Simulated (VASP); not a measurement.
Set up this calculation in VASP 6.6.1, as the native input.

| Property | Result |
| --- | --- |
| Task | single point |
| Functional | PBE |
| Potentials or basis | VASP PAW PBE potentials, release 64 (Ta_pv, O) |
| Cutoff | 520 eV |
| k mesh | 14 × 14 × 8 |
| Occupations | gaussian, width 0.15 eV |
| Spin | no spin polarisation |
| Dipole correction | no |
| Further INCAR settings | ALGO = Normal; EDIFF = 1e-06; NBANDS = 33 |

The structure of Ta4O lies in POSCAR:

```
Ta4O
1.0
    3.2547070449      0.0000000000      0.0000000000
    0.0000000000      3.2547070449      0.0000000000
    0.0000000000      0.0000000000      7.1735250770
Ta O
4 1
Direct
    0.0000000000      0.0000000000      0.5000000000
    0.5000000000      0.5000000000      0.7829127273
    0.5000000000      0.5000000000      0.2170872727
    0.0000000000      0.0000000000      0.0000000000
    0.5000000000      0.5000000000      0.5000000000
```

This cell differs from its parent crystal: strain +0.000 along x and y, -0.030 along z.

One way to write it, as run:

INCAR

```
PREC = Accurate ; ENCUT = 520
EDIFF = 1E-6 ; ISMEAR = 0
SIGMA = 0.15 ; LREAL = F
LASPH = T ; NELM = 80
ALGO = Normal ; ISIF = 2
LWAVE = F ; LCHARG = F
GGA = PE ; NBANDS = 33
```

KPOINTS

```
Automatic mesh
0
Gamma
  14 14 8
```

Potentials or basis: VASP PAW PBE potentials, release 64 (Ta_pv, O).

The run is started by

```console
$ cat potpaw_PBE.64/Ta_pv/POTCAR potpaw_PBE.64/O/POTCAR > POTCAR
$ mpirun -np 1 vasp_std > vasp.out
```

Results of the run:

```
Pressure               : 8.9 GPa
Largest force          : 0.517 eV/Å
Band gap on the k mesh : zero (bands 25 and 26 overlap by 1.07 eV)
```

Caveat: the cell differs from its parent crystal (strain +0.000 along x and y, -0.030 along z); the stress differs along the axes, from 6 to 16 GPa; spin-orbit coupling is left out, which moves the levels of the heavy elements.

Wall time 5.4 min on 1 thread of Intel Xeon 8259CL, on a shared host, peak memory 0.44 GiB.
